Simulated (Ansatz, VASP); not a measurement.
**Rh: VASP beside Ansatz**

INCAR

```
PREC = Accurate
ENCUT = 520
EDIFF = 1E-6
ISMEAR = 0
SIGMA = 0.15
LREAL = F
LASPH = T
NELM = 100
ALGO = Fast
ISIF = 2
LWAVE = F
LCHARG = F
GGA = PE
NBANDS = 22
```

The input KPOINTS:

```
Automatic mesh
0
Gamma
  18 18 10
```

POSCAR

```
Rh
1.0
    2.7248648783      0.0000000000      0.0000000000
   -1.3624324392      2.3598022065      0.0000000000
    0.0000000000      0.0000000000      4.2448000000
Rh
2
Direct
    0.6666666667      0.3333333333      0.7500000000
    0.3333333333      0.6666666667      0.2500000000
```

Input for Ansatz:

```yaml
crystal:
  lattice:
    - [2.7248648783, 0.0, 0.0]
    - [-1.3624324392, 2.3598022065, 0.0]
    - [0.0, 0.0, 4.2448]
  atoms:
    - { symbol: Rh, position: [0.6666666667, 0.3333333333, 0.75] }
    - { symbol: Rh, position: [0.3333333333, 0.6666666667, 0.25] }
basis:
  ecutwfc: 420
kpoints:
  mp_grid: { grid: [18, 18, 10] }
hamiltonian:
  xc: pbe
  pseudopotentials: { kind: paw, azcp: { folder: soft_1 } }
scf:
  occupations: { method: gaussian, width: 0.15 }
output:
  forces: true
  stress: true
  eigenvalues: true
```

Alike in both runs: task single point; functional PBE; k mesh 18 × 18 × 10; occupations gaussian, width 0.15 eV; no spin polarisation.

|  | VASP | Ansatz |
| --- | --- | --- |
| version | VASP 6.6.1 | Ansatz 0.2.0 |
| potentials or method | VASP PAW PBE potentials, release 64 (Rh_pv), cutoff 520 eV | scalar-relativistic, plane waves, PAW |
| valence electrons in the cell | 30 | 34 |

|  | VASP | Ansatz | Ansatz less VASP |
| --- | --- | --- | --- |
| gap on the k mesh at the Fermi level (eV) | none | none | - |
| pressure (GPa) | 9.7 | 9.7 | -0.02 |
| traceless stress, the component that is largest in VASP (GPa) | 6.89 | 6.89 | -0.001 |

A gap of «none» marks a metal or a gap that the smearing closes. The functional is the same, so the differences come from potentials, cutoffs and numerics. VASP's potentials hold 30 valence electrons a cell and Ansatz's 34, so a difference there can come from the potentials and not from the codes.
